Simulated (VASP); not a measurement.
# RbTaAs2 (P6/mmm) in VASP: further runs, part 2 of 2

VASP 6.6.1. Earlier steps stand in the parts before.

## (5) Single point, PBE

This run uses another cell than the first one, of 35.24 Å³/atom.

INCAR reads:

```
ALGO = Normal
EDIFF = 1E-6
ENCUT = 520
GGA = PE
ISIF = 2
ISMEAR = 0
LASPH = T
LCHARG = F
LREAL = F
LWAVE = F
NBANDS = 23
NELM = 60
PREC = Accurate
SIGMA = 0.1
```

KPOINTS reads:

```
k-points
0
Gamma
  12 12 8
```

POSCAR reads:

```
RbTaAs2
1.0
    5.2586527785      0.0000000000      0.0000000000
   -2.6293263892      4.5541268958      0.0000000000
    0.0000000000      0.0000000000      5.8851554812
Rb Ta As
1 1 2
Direct
    0.0000000000      0.0000000000      0.0000000000
    0.0000000000      0.0000000000      0.5000000000
    0.3333333333      0.6666666667      0.0000000000
    0.6666666667      0.3333333333      0.0000000000
```

Potentials or basis: VASP PAW PBE potentials, release 64 (Rb_sv, Ta_pv, As).

Started as:

```
cat potpaw_PBE.64/Rb_sv/POTCAR potpaw_PBE.64/Ta_pv/POTCAR potpaw_PBE.64/As/POTCAR > POTCAR
mpirun -np 1 vasp_std > vasp.out
```

OUTCAR:

```text
EDIFF = 1E-6
   ENCUT = 520
   GGA = PE
   ISIF = 2
   ISMEAR = 0
   LASPH = T
   LREAL = F
   NELM = 60
   PREC = Accurate

 ion  position               nearest neighbor table
   1  0.000  0.000  0.000-   2 2.94   2 2.94   4 3.04   3 3.04   3 3.04   4 3.04   4 3.04   3 3.04

   2  0.000  0.000  0.500-   1 2.94   1 2.94
   3  0.333  0.667  0.000-   1 3.04   1 3.04   1 3.04
   4  0.667  0.333  0.000-   1 3.04   1 3.04   1 3.04

  LATTYP: Found a hexagonal cell.
 ALAT       =     5.2586527785
 C/A-ratio  =     1.1191374919

  Lattice vectors:

 A1 = (   5.2586527785,   0.0000000000,   0.0000000000)
 A2 = (  -2.6293263892,   4.5541268958,   0.0000000000)
 A3 = (   0.0000000000,   0.0000000000,   5.8851554812)

Analysis of symmetry for initial positions (statically):
=====================================================================
 Subroutine PRICEL returns:
 Original cell was already a primitive cell.

 Routine SETGRP: Setting up the symmetry group for a
 hexagonal supercell.

 Subroutine GETGRP returns: Found 24 space group operations
 (whereof 24 operations were pure point group operations)
 out of a pool of 24 trial point group operations.

The static configuration has the point symmetry D_6h.

Analysis of symmetry for dynamics (positions and initial velocities):
=====================================================================
 Subroutine PRICEL returns:
 Original cell was already a primitive cell.

 Routine SETGRP: Setting up the symmetry group for a
 hexagonal supercell.

 Subroutine GETGRP returns: Found 24 space group operations
 (whereof 24 operations were pure point group operations)
 out of a pool of 24 trial point group operations.

The dynamic configuration has the point symmetry D_6h.
[... 117 lines left out ...]
   EFERMI =   0.00;   METHOD = LEGACY
   ISMEAR =     0;   SIGMA  =   0.10  broadening in eV -4-tet -1-fermi 0-gaus
   EFERMI_NEDOS =   21; number of points for ismear=-14 and -15
   IALGO  =     38    algorithm
   IMIX   =      4    mixing-type and parameters
     AMIX     =   0.40;   BMIX     =  1.00
     AMIX_MAG =   1.60;   BMIX_MAG =  1.00
  volume/ion in A,a.u.               =      35.24       237.78
  Fermi-wavevector in a.u.,A,eV,Ry     =   0.977468  1.847147 12.999611  0.955444
  Thomas-Fermi vector in A             =   2.108168
   LORBIT       =      0    0 simple, 1 ext, 2 COOP (PROOUT), +10 PAW based schemes
   GGA     = PE    functional components
   LHFCALC =     F    Hartree Fock is set to
   AEXX    =    0.0000 exact exchange contribution
   IVDW    =     0    specifies the selected vdW correction
   LEPSILON=     F    determine dielectric tensor
   LRPA    =     F    only Hartree local field effects (RPA)
 non-spin polarized calculation
 Gauss-broadening in eV      SIGMA  =   0.10
  energy-cutoff  :      520.00
  volume of cell :      140.94
 maximum number of plane-waves:      3822
 NGX is ok and might be reduce to    40
   NGX = 19   NGY = 19   NGZ = 21

 number of electron      29.9999999 magnetization

 Free energy of the ion-electron system (eV)
  ---------------------------------------------------
  ext. energy  EPLUGINS =         0.00000000
  ---------------------------------------------------
  free energy    TOTEN  =       -11.70411042 eV

  energy without entropy =      -11.64358776  energy(sigma->0) =      -11.67384909

 E-fermi :   1.4166     XC(G=0):  -8.3484

 val. band max:        1.4155584192   @ k =   0.2500   0.1667   0.3750
 cond. band min:       1.4178968442   @ k =   0.2500   0.2500   0.1250
 fundamental gap:      0.0023384250
 Fermi energy:         1.4166014838

 k-point     1 :       0.0000    0.0000    0.0000
  band No.  band energies     occupation
      1     -34.5074      2.00000
      2     -34.5074      2.00000
      3     -34.2810      2.00000
      4     -25.5274      2.00000
      5     -10.0216      2.00000
      6     -10.0100      2.00000
[... 613 lines left out ...]
     22       4.0823      0.00000
     23       5.6581      0.00000

 [... further k-points ...]

------------------------ aborting loop because EDIFF is reached ----------------------------------------

  FORCE on cell =-STRESS in cart. coord.  units (eV):
  Direction    XX          YY          ZZ          XY          YZ          ZX
  --------------------------------------------------------------------------------------
  -------------------------------------------------------------------------------------
  Total        0.1048655      0.1048655      0.0773601      0.0000000     -0.0000000     -0.0000000
  in kB        1.1920808      1.1920808      0.8794075      0.0000000     -0.0000000     -0.0000000
  external PRESSURE =       1.0878564 kB  Pullay stress =       0.0000000 kB

 VOLUME and BASIS-vectors are now :
 -----------------------------------------------------------------------------
  energy-cutoff  :      520.00
  volume of cell :      140.94
      direct lattice vectors                 reciprocal lattice vectors
     5.258652779  0.000000000  0.000000000     0.190162774  0.109790529  0.000000000
    -2.629326389  4.554126896  0.000000000     0.000000000  0.219581058  0.000000000
     0.000000000  0.000000000  5.885155481     0.000000000  0.000000000  0.169919045

 POSITION                                       TOTAL-FORCE (eV/Angst)
 -----------------------------------------------------------------------------------
      0.00000      0.00000      0.00000         0.000000      0.000000     -0.000000
      0.00000      0.00000      2.94258         0.000000      0.000000     -0.000000
     -0.00000      3.03608      0.00000         0.000000      0.000000     -0.000000
      2.62933      1.51804      0.00000        -0.000000      0.000000      0.000000
 -----------------------------------------------------------------------------------
    total drift:                                0.000000     -0.000000      0.000000

  FREE ENERGIE OF THE ION-ELECTRON SYSTEM (eV)
  ---------------------------------------------------
  free  energy   TOTEN  =       -11.7041104228 eV

  energy  without entropy=      -11.6435877564  energy(sigma->0) =      -11.67384909
```

stdout:

```text
POSCAR found type information on POSCAR RbTaAs
 POSCAR found :  3 types and       4 ions
 scaLAPACK will be used
 LDA part: xc-table for (Slater+PW92), standard interpolation
 POSCAR, INCAR and KPOINTS ok, starting setup
 FFT: planning ... GRIDC
 FFT: planning ... GRID_SOFT
 FFT: planning ... GRID
 WAVECAR not read
 entering main loop
```

Run time: 3 min. Hardware: 1 thread of Intel Xeon 6975P-C (Granite Rapids), shared host; peak memory 0.48 GiB.

What came out:

| Property | Result |
| --- | --- |
| Free energy | -11.7041 eV |
| Pressure | 0.1 GPa |
| Band gap on the k mesh | zero (bands 15 and 16 overlap by 0.41 eV) |

Caveat: spin-orbit coupling is left out, which moves the levels of the heavy elements.

## (6) Relaxation of cell and atoms, PBE

This run uses another cell than the first one, of 35.71 Å³/atom.

INCAR reads:

```
SYSTEM = RbTaAs2
ALGO = Normal ; EDIFF = 1E-7
EDIFFG = -0.01 ; ENCUT = 600
GGA = PE ; IBRION = 2
ISIF = 3 ; ISMEAR = 0
LASPH = .True. ; LCHARG = .False.
LREAL = .False. ; LWAVE = .False.
NELM = 60 ; NSW = 100
PREC = Accurate ; SIGMA = 0.1
```

KPOINTS reads:

```
k-points
0
Gamma
  12 12 8
  0 0 0
```

POSCAR reads:

```
RbTaAs2
1.0
    5.2648824740      0.0000000000      0.0000000000
   -2.6324412370      4.5595219704      0.0000000000
    0.0000000000      0.0000000000      5.9500874607
Rb Ta As
1 1 2
Direct
    0.0000000000      0.0000000000      0.0000000000
    0.0000000000      0.0000000000      0.5000000000
    0.3333333333      0.6666666667      0.0000000000
    0.6666666667      0.3333333333      0.0000000000
```

Potentials or basis: VASP PAW PBE potentials, release 64 (Rb_sv, Ta_pv, As).

Started as:

```
cat potpaw_PBE.64/Rb_sv/POTCAR potpaw_PBE.64/Ta_pv/POTCAR potpaw_PBE.64/As/POTCAR > POTCAR
mpirun -np 1 vasp_std > vasp.out
```

OUTCAR:

```text
SYSTEM = RbTaAs2
   EDIFF = 1E-7
   EDIFFG = -0.01
   ENCUT = 600
   GGA = PE
   IBRION = 2
   ISIF = 3
   ISMEAR = 0
   LASPH = .True.
   LREAL = .False.
   NELM = 60
   NSW = 100
   PREC = Accurate

 ion  position               nearest neighbor table
   1  0.000  0.000  0.000-   2 2.98   2 2.98   4 3.04   3 3.04   3 3.04   4 3.04   4 3.04   3 3.04

   2  0.000  0.000  0.500-   1 2.98   1 2.98
   3  0.333  0.667  0.000-   1 3.04   1 3.04   1 3.04
   4  0.667  0.333  0.000-   1 3.04   1 3.04   1 3.04

  LATTYP: Found a hexagonal cell.
 ALAT       =     5.2648824740
 C/A-ratio  =     1.1301463024

  Lattice vectors:

 A1 = (   5.2648824740,   0.0000000000,   0.0000000000)
 A2 = (  -2.6324412370,   4.5595219704,   0.0000000000)
 A3 = (   0.0000000000,   0.0000000000,   5.9500874607)

Analysis of symmetry for initial positions (statically):
=====================================================================
 Subroutine PRICEL returns:
 Original cell was already a primitive cell.

 Routine SETGRP: Setting up the symmetry group for a
 hexagonal supercell.

[... 220 lines left out ...]

 val. band max:        1.3327629446   @ k =   0.4167   0.0000   0.5000
 cond. band min:       1.3375349827   @ k =   0.4167   0.0833   0.5000
 fundamental gap:      0.0047720381
 Fermi energy:         1.3374975469

 k-point     1 :       0.0000    0.0000    0.0000
  band No.  band energies     occupation
      1     -34.6046      2.00000
      2     -34.6046      2.00000
      3     -34.3778      2.00000
      4     -25.5788      2.00000
      5     -10.0673      2.00000
      6     -10.0547      2.00000
[... 505 lines left out ...]
      6     -10.0742      2.00000
[... 11 lines left out ...]
     18       1.5961      0.00025
     19       1.8512      0.00000

 [... further k-points ...]

------------------------ aborting loop because EDIFF is reached ----------------------------------------

  FORCE on cell =-STRESS in cart. coord.  units (eV):
  Direction    XX          YY          ZZ          XY          YZ          ZX
  --------------------------------------------------------------------------------------
  -------------------------------------------------------------------------------------
  Total        0.0069012      0.0069012     -0.0093703      0.0000000      0.0000000      0.0000000
  in kB        0.0773438      0.0773438     -0.1050160      0.0000000      0.0000000      0.0000000
  external PRESSURE =       0.0165572 kB  Pullay stress =       0.0000000 kB

 VOLUME and BASIS-vectors are now :
 -----------------------------------------------------------------------------
  energy-cutoff  :      600.00
  volume of cell :      142.96
      direct lattice vectors                 reciprocal lattice vectors
     5.267588293  0.000000000  0.000000000     0.189840197  0.109604289 -0.000000000
    -2.633794147  4.561865278 -0.000000000     0.000000000  0.219208578 -0.000000000
    -0.000000000  0.000000000  5.949152170    -0.000000000  0.000000000  0.168091179

 POSITION                                       TOTAL-FORCE (eV/Angst)
 -----------------------------------------------------------------------------------
      0.00000      0.00000      0.00000         0.000000     -0.000000      0.000000
     -0.00000      0.00000      2.97458         0.000000      0.000000      0.000000
     -0.00000      3.04124     -0.00000        -0.000000      0.000000      0.000000
      2.63379      1.52062      5.94915         0.000000     -0.000000     -0.000000
 -----------------------------------------------------------------------------------
    total drift:                               -0.000000     -0.000000      0.000000

  FREE ENERGIE OF THE ION-ELECTRON SYSTEM (eV)
  ---------------------------------------------------
  free  energy   TOTEN  =       -11.7046414505 eV

  energy  without entropy=      -11.6411035045  energy(sigma->0) =      -11.67287248

 reached required accuracy - stopping structural energy minimisation
```

OSZICAR:

```text
N       E                     dE             d eps       ncg     rms          rms(c)
DAV:   1     0.193037916135E+03    0.19304E+03   -0.14930E+04  3818   0.152E+03
DAV:   2     0.247227946948E+00   -0.19279E+03   -0.18722E+03  4330   0.279E+02
[... 22 lines left out ...]
DAV:   3    -0.117046411296E+02    0.23600E-02   -0.80498E-03  5045   0.219E-01    0.287E-02
DAV:   4    -0.117046425262E+02   -0.13966E-05   -0.21640E-04  4632   0.614E-02    0.133E-02
DAV:   5    -0.117046417671E+02    0.75910E-06   -0.33548E-05  5987   0.248E-02    0.538E-03
DAV:   6    -0.117046417439E+02    0.23153E-07   -0.28645E-06  4979   0.529E-03    0.288E-03
DAV:   7    -0.117046414285E+02    0.31543E-06   -0.77837E-07  4359   0.397E-03    0.534E-04
DAV:   8    -0.117046414505E+02   -0.22003E-07   -0.12440E-07  2677   0.108E-03
   2 F= -.11704641E+02 E0= -.11672872E+02  d E =-.270777E-04
```

It took 5.7 min on 1 thread of Intel Xeon 6975P-C (Granite Rapids), shared host; peak memory 0.56 GiB.

Results:

```yaml
Free_energy: -11.7046 eV
Relaxed_volume: 35.74 Å³/atom
Relaxed_cell: a = 5.268 Å, b = 5.268 Å, c = 5.949 Å, α = 90.00°, β = 90.00°, γ = 120.00°
Space_group_after_relaxing_to_0.1_Å: P6/mmm (No. 191)
Energy_gained_by_relaxing: 0.0 meV/atom
Ionic_steps: 2
Pressure_after_relaxing: 0.0 GPa
Band_gap_on_the_k_mesh: zero (bands 15 and 16 overlap by 0.37 eV)
```

Final structure:
```cif
data_structure
_symmetry_space_group_name_H-M 'P 1'
_symmetry_Int_Tables_number 1
_cell_length_a 5.2676
_cell_length_b 5.2676
_cell_length_c 5.9492
_cell_angle_alpha 90.000
_cell_angle_beta 90.000
_cell_angle_gamma 120.000
_cell_volume 142.96
loop_
_atom_site_label
_atom_site_type_symbol
_atom_site_fract_x
_atom_site_fract_y
_atom_site_fract_z
_atom_site_occupancy
Rb1 Rb 0.00000 0.00000 0.00000 1
Ta1 Ta 0.00000 0.00000 0.50000 1
As1 As 0.33333 0.66667 0.00000 1
As2 As 0.66667 0.33333 0.00000 1
```

Caveat: spin-orbit coupling is left out, which moves the levels of the heavy elements.

## (7) The runs side by side

```tsv
task	cell	k mesh	cutoff (eV)	gap on the mesh (eV)	pressure (GPa)	relaxed volume (Å³/atom)
single point	a = 4.800, b = 4.800, c = 6.352 Å, angles 90.0, 90.0, 120.0°, 4 atoms	6 × 6 × 4	520	none	7.0	-
single point	a = 5.265, b = 5.265, c = 5.950 Å, angles 90.0, 90.0, 120.0°, 4 atoms	6 × 6 × 4	520	none	0.0	-
relaxation of cell and atoms	relaxed from a = 4.800, b = 4.800, c = 6.352 Å, angles 90.0, 90.0, 120.0°, 4 atoms	6 × 6 × 4	600	none	0.0	35.60
single point	a = 5.259, b = 5.259, c = 5.885 Å, angles 90.0, 90.0, 120.0°, 4 atoms	12 × 12 × 8	520	none	0.1	-
relaxation of cell and atoms	relaxed from a = 5.265, b = 5.265, c = 5.950 Å, angles 90.0, 90.0, 120.0°, 4 atoms	12 × 12 × 8	600	none	0.0	35.74
```

Alike in all rows: level PBE; potentials or basis VASP PAW PBE potentials, release 64 (Rb_sv, Ta_pv, As); no spin polarisation; smearing gaussian 0.1 eV.

Caveats: spin-orbit coupling is left out, which moves the levels of the heavy elements; the cell stands under pressure (at least some runs).

Absolute energies hang on the potentials; compare differences alone.
